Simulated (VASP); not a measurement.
# Mn (P6/mmm) in VASP: relaxation of cell and atoms with PBE

Aim: the relaxation of cell and atoms of Mn with PBE.

Everything below comes from runs of VASP 6.6.1. Logs are shortened: lines on timing, memory, paths and dates and some standing lists are left out, and cuts for length are marked.

## 1. The cell of the first run

The structure is hexagonal, space group P6/mmm (No. 191). The conventional cell has a = 3.754 Å, b = 3.754 Å, c = 2.349 Å, α = 90.00°, β = 90.00°, γ = 120.00°. Mn (site symmetry 6/mmm) has 14 Mn at 2.35 to 2.47 Å within 3.1 Å. Mn (site symmetry -6m2) has 11 Mn at 2.17 to 2.47 Å within 2.9 Å.

This isn't the form of Mn at room conditions, which is a 58-atom cubic cell.

## 2. Relaxation of cell and atoms, PBE, collinear spin, ferromagnetic start, target pressure 43 GPa, at which the enthalpy is minimised

File INCAR:

```
  ALGO = Normal
  EDIFF = 1E-6
  EDIFFG = -0.005
  ENCUT = 600
  GGA = PE
  IBRION = 2
  ISIF = 3
  ISMEAR = -1
  ISPIN = 2
  LASPH = T
  LCHARG = F
  LMAXMIX = 4
  LORBIT = 11
  LREAL = F
  LWAVE = F
  MAGMOM = 3 3 3
  NELM = 150
  NSW = 32
  PREC = Accurate
  PSTRESS = 430.0
  SIGMA = 0.05
```

File KPOINTS:

```
k-points
0
Gamma
  10 10 13
```

File POSCAR:

```
Mn
1.0
    3.7536899235      0.0000000000      0.0000000000
   -1.8768449618      3.2507908317      0.0000000000
    0.0000000000      0.0000000000      2.3493227743
Mn
3
Direct
    0.0000000000      0.0000000000      0.0000000000
    0.3333333333      0.6666666667      0.5000000000
    0.6666666667      0.3333333333      0.5000000000
```

Potentials or basis: VASP PAW PBE potentials, release 64 (Mn_pv).

On the command line:

```
> cat potpaw_PBE.64/Mn_pv/POTCAR > POTCAR
> mpirun -np 1 vasp_std > vasp.out
```

OUTCAR:

```text
EDIFF = 1E-6
   EDIFFG = -0.005
   ENCUT = 600
   GGA = PE
   IBRION = 2
   ISIF = 3
   ISMEAR = -1
   ISPIN = 2
   LASPH = T
   LORBIT = 11
   LREAL = F
   NELM = 150
   NSW = 32
   PREC = Accurate
   PSTRESS = 430.0

 ion  position               nearest neighbor table
   1  0.000  0.000  0.000-   2 2.47   3 2.47   2 2.47   3 2.47   3 2.47   3 2.47   2 2.47   2 2.47
                             3 2.47   3 2.47   2 2.47   2 2.47
   2  0.333  0.667  0.500-   3 2.17   3 2.17   3 2.17   1 2.47   1 2.47   1 2.47   1 2.47   1 2.47
                             1 2.47
   3  0.667  0.333  0.500-   2 2.17   2 2.17   2 2.17   1 2.47   1 2.47   1 2.47   1 2.47   1 2.47
                             1 2.47

  LATTYP: Found a hexagonal cell.
 ALAT       =     3.7536899235
 C/A-ratio  =     0.6258702296

  Lattice vectors:

 A1 = (   3.7536899235,   0.0000000000,   0.0000000000)
 A2 = (  -1.8768449618,   3.2507908317,   0.0000000000)
 A3 = (   0.0000000000,   0.0000000000,   2.3493227743)

Analysis of symmetry for initial positions (statically):
=====================================================================
 Subroutine PRICEL returns:
 Original cell was already a primitive cell.

 Routine SETGRP: Setting up the symmetry group for a
 hexagonal supercell.

 Subroutine GETGRP returns: Found 24 space group operations
 (whereof 24 operations were pure point group operations)
 out of a pool of 24 trial point group operations.

The static configuration has the point symmetry D_6h.

Analysis of symmetry for dynamics (positions and initial velocities):
=====================================================================
 Subroutine PRICEL returns:
 Original cell was already a primitive cell.

 Routine SETGRP: Setting up the symmetry group for a
 hexagonal supercell.

 Subroutine GETGRP returns: Found 24 space group operations
 (whereof 24 operations were pure point group operations)
 out of a pool of 24 trial point group operations.

The dynamic configuration has the point symmetry D_6h.

Analysis of structural, dynamic, and magnetic symmetry:
=====================================================================
 Subroutine PRICEL returns:
 Original cell was already a primitive cell.

 Routine SETGRP: Setting up the symmetry group for a
 hexagonal supercell.

 Subroutine GETGRP returns: Found 24 space group operations
 (whereof 24 operations were pure point group operations)
 out of a pool of 24 trial point group operations.

The overall configuration has the point symmetry D_6h.

 Subroutine INISYM returns: Found 24 space group operations
 (whereof 24 operations are pure point group operations),
 and found     1 'primitive' translations

----------------------------------------------------------------------------------------

                                     Primitive cell

  volume of cell :      28.6675

  direct lattice vectors                    reciprocal lattice vectors
     3.753689924  0.000000000  0.000000000     0.266404530  0.153808727  0.000000000
    -1.876844962  3.250790832  0.000000000     0.000000000  0.307617454  0.000000000
     0.000000000  0.000000000  2.349322774     0.000000000  0.000000000  0.425654581

  length of vectors
     3.753689924  3.753689924  2.349322774     0.307617454  0.307617454  0.425654581

  position of ions in fractional coordinates (direct lattice)
     0.000000000  0.000000000  0.000000000
     0.333333333  0.666666667  0.500000000
     0.666666667  0.333333333  0.500000000

  ion indices of the primitive-cell ions
   primitive index   ion index
                 1           1
                 2           2
                 3           3

----------------------------------------------------------------------------------------

 KPOINTS: k-points

Automatic generation of k-mesh.
 Grid dimensions read from file:
 generate k-points for:   10   10   13

 Generating k-lattice:

  Cartesian coordinates                     Fractional coordinates (reciprocal lattice)
     0.026640453  0.015380873  0.000000000     0.100000000  0.000000000  0.000000000
     0.000000000  0.030761745  0.000000000     0.000000000  0.100000000  0.000000000
     0.000000000  0.000000000  0.032742660     0.000000000  0.000000000  0.076923077

  Length of vectors
     0.030761745  0.030761745  0.032742660

  Shift w.r.t. Gamma in fractional coordinates (k-lattice)
     0.000000000  0.000000000  0.000000000

 Subroutine IBZKPT returns following result:
 ===========================================

 Found     98 irreducible k-points:

 Following reciprocal coordinates:
            Coordinates               Weight
  0.000000  0.000000  0.000000      1.000000
  0.100000  0.000000  0.000000      6.000000
  0.200000  0.000000  0.000000      6.000000
  0.300000 -0.000000  0.000000      6.000000
  0.400000 -0.000000  0.000000      6.000000
  0.500000 -0.000000  0.000000      3.000000
[... 16 lines left out ...]
  0.300000  0.100000  0.076923     24.000000
  0.400000  0.100000  0.076923     24.000000
 [... further k-points ...]
   k-points           NKPTS =     98   k-points in BZ     NKDIM =     98   number of bands    NBANDS=     28
   number of dos      NEDOS =    301   number of ions     NIONS =      3
   total plane-waves  NPLWV =  18000
   dimension x,y,z NGX =    30 NGY =   30 NGZ =   20
   dimension x,y,z NGXF=    60 NGYF=   60 NGZF=   40
   ions per type =               3
   NGX,Y,Z   is equivalent  to a cutoff of  13.29, 13.29, 14.15 a.u.
   NGXF,Y,Z  is equivalent  to a cutoff of  26.57, 26.57, 28.31 a.u.
 SYSTEM =  unknown system
   PREC   = accura    normal or accurate (medium, high low for compatibility)
   ISTART =      0    job   : 0-new  1-cont  2-samecut
   ICHARG =      2    charge: 1-file 2-atom 10-const
   ISPIN  =      2    spin polarized calculation?
   LNONCOLLINEAR =      F non collinear calculations
   LSORBIT =      F    spin-orbit coupling
   LASPH  =      T    aspherical Exc in radial PAW
   ENCUT  =  600.0 eV  44.10 Ry    6.64 a.u.   7.50  7.50  4.69*2*pi/ulx,y,z
   NELM   =    150;   NELMIN=  2; NELMDL= -5     # of ELM steps
   EDIFF  = 0.1E-05   stopping-criterion for ELM
   LREAL  =      F    real-space projection
   EDIFFG = -.5E-02   stopping-criterion for IOM
   NSW    =     32    number of steps for IOM
   IBRION =      2    ionic relax: 0-MD 1-quasi-New 2-CG
   NFREE  =      1    steps in history (QN), initial steepest desc. (CG)
   ISIF   =      3    stress and relaxation
   ISYM   =      2    0-nonsym 1-usesym 2-fastsym
   POTIM  = 0.5000    time-step for ionic-motion
   TEBEG  =    0.0;   TEEND  =   0.0 temperature during run
   PSTRESS=  430.0 pullay stress
   NELECT =      39.0000    total number of electrons
   NUPDOWN=      -1.0000    fix difference up-down
   EMIN   =  10.00;   EMAX   =-10.00  energy-range for DOS
   EFERMI =   0.00;   METHOD = LEGACY
   ISMEAR =    -1;   SIGMA  =   0.05  broadening in eV -4-tet -1-fermi 0-gaus
   EFERMI_NEDOS =   21; number of points for ismear=-14 and -15
   IALGO  =     38    algorithm
   IMIX   =      4    mixing-type and parameters
     AMIX     =   0.40;   BMIX     =  1.00
     AMIX_MAG =   1.60;   BMIX_MAG =  1.00
  volume/ion in A,a.u.               =       9.56        64.49
  Fermi-wavevector in a.u.,A,eV,Ry     =   1.813982  3.427929 44.770393  3.290531
  Thomas-Fermi vector in A             =   2.871907
   LORBIT       =     11    0 simple, 1 ext, 2 COOP (PROOUT), +10 PAW based schemes
   GGA     = PE    functional components
   LHFCALC =     F    Hartree Fock is set to
   AEXX    =    0.0000 exact exchange contribution
   IVDW    =     0    specifies the selected vdW correction
   LEPSILON=     F    determine dielectric tensor
   LRPA    =     F    only Hartree local field effects (RPA)
 conjugate gradient relaxation of ions
 spin polarized calculation
  energy-cutoff  :      600.00
  volume of cell :       28.67
 maximum number of plane-waves:       970
 NGX is ok and might be reduce to    30
   NGX = 15   NGY = 15   NGZ =  9

--------------------------------------- Ionic step        1  -------------------------------------------

 number of electron      38.9999989 magnetization       0.0001087

 number of electron      38.9999989 magnetization      -0.0008562

 Free energy of the ion-electron system (eV)
  ---------------------------------------------------
  ext. energy  EPLUGINS =         0.00000000
  ---------------------------------------------------
  free energy    TOTEN  =       -26.26559272 eV

  energy without entropy =      -26.24190695  energy(sigma->0) =      -26.25374983

------------------------ aborting loop because EDIFF is reached ----------------------------------------

  FORCE on cell =-STRESS in cart. coord.  units (eV):
  Direction    XX          YY          ZZ          XY          YZ          ZX
  --------------------------------------------------------------------------------------
  -------------------------------------------------------------------------------------
  Total        7.7581661      7.7581661      7.6740676     -0.0000000      0.0000000      0.0000000
  in kB      433.5902865    433.5902865    428.8901687     -0.0000000      0.0000000      0.0000000
  external PRESSURE =       2.0235806 kB  Pullay stress =     430.0000000 kB
[... 184 lines left out ...]
 number of electron      38.9999989 magnetization      -0.0000003

 number of electron      38.9999989 magnetization       0.0000000

 Free energy of the ion-electron system (eV)
  ---------------------------------------------------
  ext. energy  EPLUGINS =         0.00000000
  ---------------------------------------------------
  free energy    TOTEN  =       -26.26970816 eV

  energy without entropy =      -26.24586910  energy(sigma->0) =      -26.25778863

 E-fermi :  12.1788     XC(G=0): -14.7261

 val. band max:       12.1772033769   @ k =   0.1000   0.1000   0.2308
 cond. band min:      12.1830902138   @ k =   0.1000   0.0000   0.2308
 fundamental gap:      0.0058868370
 Fermi energy:        12.1787906618

 spin component 1

 k-point     1 :       0.0000    0.0000    0.0000
  band No.  band energies     occupation
      1     -36.2649      1.00000
      2     -36.2649      1.00000
      3     -35.8159      1.00000
      4     -35.8159      1.00000
      5     -35.5906      1.00000
      6     -35.3248      1.00000
[... 733 lines left out ...]
     27      15.2843      0.00000
     28      24.0529      0.00000

 [... further k-points ...]

 spin component 2

 k-point     1 :       0.0000    0.0000    0.0000
  band No.  band energies     occupation
      1     -36.2649      1.00000
      2     -36.2649      1.00000
      3     -35.8159      1.00000
      4     -35.8159      1.00000
      5     -35.5906      1.00000
      6     -35.3248      1.00000
[... 733 lines left out ...]
     27      15.2843      0.00000
     28      24.0529      0.00000

 [... further k-points ...]

------------------------ aborting loop because EDIFF is reached ----------------------------------------

  FORCE on cell =-STRESS in cart. coord.  units (eV):
  Direction    XX          YY          ZZ          XY          YZ          ZX
  --------------------------------------------------------------------------------------
  -------------------------------------------------------------------------------------
  Total        7.7059264      7.7059264      7.7061420     -0.0000000      0.0000000      0.0000000
  in kB      430.4423813    430.4423813    430.4544210     -0.0000000      0.0000000      0.0000000
  external PRESSURE =       0.4463945 kB  Pullay stress =     430.0000000 kB
[... 22 lines left out ...]
  energy  without entropy=      -26.2458690966  energy(sigma->0) =      -26.25778863

  enthalpy is  TOTEN    =       -18.5717013865 eV   P V=        7.6980067764

 reached required accuracy - stopping structural energy minimisation

 total charge

# of ion       s       p       d       tot
------------------------------------------
    1        0.452   6.467   5.277  12.195
    2        0.482   6.487   5.344  12.313
    3        0.482   6.487   5.344  12.313
--------------------------------------------------
tot          1.416  19.441  15.964  36.821

 magnetization (x)

# of ion       s       p       d       tot
------------------------------------------
    1       -0.000  -0.000  -0.000  -0.000
    2        0.000  -0.000   0.000   0.000
    3        0.000  -0.000   0.000   0.000
--------------------------------------------------
tot          0.000  -0.000  -0.000  -0.000
```

Wall time 17 min (1 thread of Intel Xeon 8259CL, shared host); peak memory 0.26 GiB.

What came out:

```
Free energy                                                : -26.2697 eV
Relaxed volume                                             : 9.56 Å³/atom
Relaxed cell                                               : a = 3.755 Å, b = 3.755 Å, c = 2.348 Å, α = 90.00°, β = 90.00°, γ = 120.00°
Space group after relaxing (to 0.1 Å)                      : P6/mmm (No. 191)
Energy change on relaxing (the run minimises the enthalpy) : -1.4 meV/atom
Ionic steps                                                : 6
Pressure after relaxing                                    : 43.0 GPa
Net moment                                                 : 0.00 μB per cell
Valence electrons inside the program's atomic spheres      : Mn 12.20, 12.31 (each value once)
```

Step by step:
| step | energy change (eV) | largest force (eV/Å) | pressure (GPa) | volume (Å³) |
| --- | --- | --- | --- | --- |
| 1 | 0.0000 | 0.0000 | 43.20 | 28.67 |
| 2 | -0.0134 | 0.0000 | 42.46 | 28.72 |
| 3 | -0.0052 | 0.0000 | 42.95 | 28.69 |
| 4 | -0.0057 | 0.0000 | 42.92 | 28.69 |
| 5 | -0.0026 | 0.0000 | 43.10 | 28.68 |
| 6 | -0.0041 | 0.0000 | 43.04 | 28.68 |

Final structure:
```cif
data_structure
_symmetry_space_group_name_H-M 'P 1'
_symmetry_Int_Tables_number 1
_cell_length_a 3.7554
_cell_length_b 3.7554
_cell_length_c 2.3484
_cell_angle_alpha 90.000
_cell_angle_beta 90.000
_cell_angle_gamma 120.000
_cell_volume 28.68
loop_
_atom_site_label
_atom_site_type_symbol
_atom_site_fract_x
_atom_site_fract_y
_atom_site_fract_z
_atom_site_occupancy
Mn1 Mn 0.00000 0.00000 0.00000 1
Mn2 Mn 0.33333 0.66667 0.50000 1
Mn3 Mn 0.66667 0.33333 0.50000 1
```

Caveat: the cell is relaxed towards a set pressure, so the run minimises the enthalpy, not the energy; the moments typed at the start vanished in this run.
